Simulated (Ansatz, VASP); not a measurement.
**One calculation of MnHg, two programs**

INCAR

```
ALGO     = Normal         # electronic algorithm
EDIFF    = 1E-6           # SCF threshold, eV
ENCUT    = 520            # plane-wave cutoff, eV
GGA      = PE             # functional
ISIF     = 2              # what is computed and relaxed
ISMEAR   = -1             # smearing method
ISPIN    = 2              # spin polarisation
LASPH    = T              # aspherical terms in the spheres
LCHARG   = F              # write CHGCAR
LMAXMIX  = 4              # l up to which the mixer works
LORBIT   = 11             # projections on sites
LREAL    = F              # projectors in reciprocal space
LWAVE    = F              # write WAVECAR
MAGMOM   = 4 0            # initial moments
NBANDS   = 24             # bands
NELM     = 150            # most SCF steps
PREC     = Accurate       # precision mode
SIGMA    = 0.1            # smearing width, eV
```

File KPOINTS:

```
k-points
0
Gamma
  10 10 10
```

POSCAR

```
MnHg
1.0
    3.4220085827      0.0000000000      0.0000000000
    0.0000000000      3.4220085827      0.0000000000
    0.0000000000      0.0000000000      3.4220085827
Mn Hg
1 1
Direct
    0.5000000000      0.5000000000      0.5000000000
    0.0000000000      0.0000000000      0.0000000000
```

Input for Ansatz:

```yaml
crystal:
  lattice:
    - [3.4220085827, 0.0, 0.0]
    - [0.0, 3.4220085827, 0.0]
    - [0.0, 0.0, 3.4220085827]
  atoms:
    - { symbol: Mn, position: [0.5, 0.5, 0.5], spin: 4.0 }
    - { symbol: Hg, position: [0.0, 0.0, 0.0] }
magnetization:
  spin_polarized: true
kpoints:
  mp_grid: { grid: [10, 10, 10] }
scf:
  occupations: { method: fermi_dirac, width: 0.1 }
  lower_state_search: "off"
hamiltonian:
  xc: pbe
  pseudopotentials: { kind: all_electron, lapw: { basis_error: 0.001 } }
output:
  forces: true
  stress: true
  eigenvalues: false
  populations: true
```

Change from the starting cell: volume scaled by 1.1, LAPW.

Alike in both runs: task single point; functional PBE; k mesh 10 × 10 × 10; occupations fermi-dirac, width 0.1 eV; collinear spin.

```csv
,VASP,Ansatz
version,VASP 6.6.1,Ansatz 0.2.0
potentials or method,"VASP PAW PBE potentials, release 64 (Mn_pv, Hg), cutoff 520 eV","all-electron LAPW, scalar-relativistic"
```

VASP gave:

```
pressure (GPa)                                                : -5.0
net moment per atom (μB)                                      : 2.04
size of the moment on the site where the two differ most (μB) : 3.96
```

What did Ansatz give for the same quantities?

Pressure (GPa): -5.2; net moment per atom (μB): 2.04; size of the moment on the site where the two differ most (μB): 4.11.

Site moments also hang on the region over which each program counts them. Ansatz ran all-electron here, and VASP with PAW potentials.

Spin-orbit coupling is off throughout.
